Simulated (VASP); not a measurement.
TiC:

```
Ti C
1.0
     0.00000    2.16572    2.16572
     2.16572    0.00000    2.16572
     2.16572    2.16572    0.00000
Ti C
1 1
Direct
  0.00000 0.00000 0.00000
  0.50000 0.50000 0.50000
```

* Program: VASP 6.6.1
* Task: relaxation of cell and atoms
* Functional: HSE06
* Potentials or basis: VASP PAW PBE potentials, release 64 (Ti_sv, C)
* Cutoff: 600 eV
* k mesh: 6 × 6 × 6
* Occupations: fermi-dirac, width 0.05 eV
* Spin: no spin polarisation

At the start: pressure -4.8 GPa; volume 10.16 Å³/atom.

Q: How do energy, volume and symmetry change on relaxing?

A: Over 3 steps the energy falls by 2.7 meV/atom and the volume is 9.98 Å³/atom (-1.8 %); space group Fm-3m (No. 225, to 0.1 Å) before and after.

Step by step:
| step | energy change (eV) | largest force (eV/Å) | pressure (GPa) | volume (Å³) |
| --- | --- | --- | --- | --- |
| 1 | 0.0000 | 0.0000 | -4.80 | 20.32 |
| 2 | 0.0064 | 0.0000 | 7.44 | 19.43 |
| 3 | -0.0055 | 0.0000 | 0.05 | 19.96 |

Final structure:
```
Ti C
1.0
     0.00000    2.15290    2.15290
     2.15290    0.00000    2.15290
     2.15290    2.15290    0.00000
Ti C
1 1
Direct
  0.00000 0.00000 0.00000
  0.50000 0.50000 0.50000
```

Caveat: the k points lie up to 0.42 Å⁻¹ apart in the final cell, too coarse for converged energies and pressures of a metal; the PAW data sets were made with another functional, which shifts forces and pressure a little.
